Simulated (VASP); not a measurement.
Set up this calculation in VASP 6.6.1, as the native input.

| Quantity | Value |
| --- | --- |
| Task | single point |
| Functional | LDA |
| Potentials or basis | VASP PAW LDA potentials, release 64 (Ti_sv) |
| Cutoff | 520 eV |
| k mesh | 21 × 21 × 12 |
| Occupations | gaussian, width 0.15 eV |
| Spin | no spin polarisation |
| Dipole correction | no |
| Further INCAR settings | ALGO = Fast; EDIFF = 1e-06; NBANDS = 19 |

The structure of Ti lies in POSCAR:

```
Ti
1.0
    2.9024089280      0.0000000000      0.0000000000
   -1.4512044640      2.5135598638      0.0000000000
    0.0000000000      0.0000000000      4.8409264427
Ti
2
Direct
    0.3333333333      0.6666666667      0.2500000000
    0.6666666667      0.3333333333      0.7500000000
```

This cell differs from its parent crystal: ratio of the length along z to the lengths across it x 1.05, volume and fractional coordinates fixed.

The input as run:

INCAR

```
SYSTEM = Ti
ALGO     = Fast           ! electronic algorithm
EDIFF    = 1E-6           ! SCF threshold, eV
ENCUT    = 520            ! plane-wave cutoff, eV
GGA      = CA             ! functional
ISIF     = 2              ! what is computed and relaxed
ISMEAR   = 0              ! smearing method
LASPH    = .TRUE.         ! aspherical terms in the spheres
LCHARG   = .FALSE.        ! write CHGCAR
LREAL    = .FALSE.        ! projectors in reciprocal space
LWAVE    = .FALSE.        ! write WAVECAR
NBANDS   = 19             ! bands
NELM     = 60             ! most SCF steps
PREC     = Accurate       ! precision mode
SIGMA    = 0.15           ! smearing width, eV
```

KPOINTS

```
k-points
0
G
  21 21 12
  0 0 0
```

Potentials or basis: VASP PAW LDA potentials, release 64 (Ti_sv).

Launch:

```sh
$ cat potpaw_LDA.64/Ti_sv/POTCAR > POTCAR
$ mpirun -np 1 vasp_std > vasp.out
```

Results of the run:

```yaml
Pressure: -10.2 GPa
Band_gap_on_the_k_mesh: zero (bands 12 and 13 overlap by 0.85 eV)
```

Caveat: the cell stands under tension.

It took 6.6 min on 1 thread of AMD EPYC 9R45 96-Core Processor (Zen 5) (shared host), peak memory 0.25 GiB.
